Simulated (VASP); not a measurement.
## Al: single point with LDA

Crystal: Al.

```xyz
2
Lattice="2.7744 0.0000 0.0000 -1.3872 2.4027 0.0000 0.0000 0.0000 4.8011" Properties=species:S:1:pos:R:3 pbc="T T T"
Al    1.3872    0.8009    3.6008
Al    0.0000    1.6018    1.2003
```

* Program: VASP 6.6.1
* Task: single point
* Functional: LDA
* Potentials or basis: VASP PAW LDA potentials, release 64 (Al)
* Cutoff: 520 eV
* k mesh: 12 × 12 × 6
* Occupations: fermi-dirac, width 0.1 eV
* Spin: no spin polarisation
* Dipole correction: no
* Further INCAR settings: ALGO = Normal; EDIFF = 1e-06; NBANDS = 10

| Item | Value |
| --- | --- |
| Pressure | -0.1 GPa |
| Band gap on the k mesh | zero (band 3 reaches 11.85 eV, above the bottom of band 4 at 4.98 eV) |

Stress tensor (GPa, compression positive):
```
 1.13  0.00  0.00
 0.00  1.13  0.00
 0.00  0.00 -2.68
```

Levels at points of the mesh, in eV from the Fermi level:
```tsv
k point	band 1	band 2	band 3	band 4	band 5	band 6	band 7
(0.00, 0.00, 0.00)	-11.31	-5.14	-4.95	11.32	11.68	11.68	11.86
(0.50, 0.00, 0.00)	-5.12	-5.04	0.62	0.65	1.41	1.45	6.40
(0.00, 0.00, 0.50)	-9.72	-9.72	2.44	2.44	12.68	12.68	12.68
(0.50, 0.00, 0.50)	-3.90	-3.90	-3.13	-3.13	7.53	7.53	7.75
```

Run time: 16 s on 1 thread of Intel Xeon 8259CL, on a shared host, peak memory 0.14 GiB.
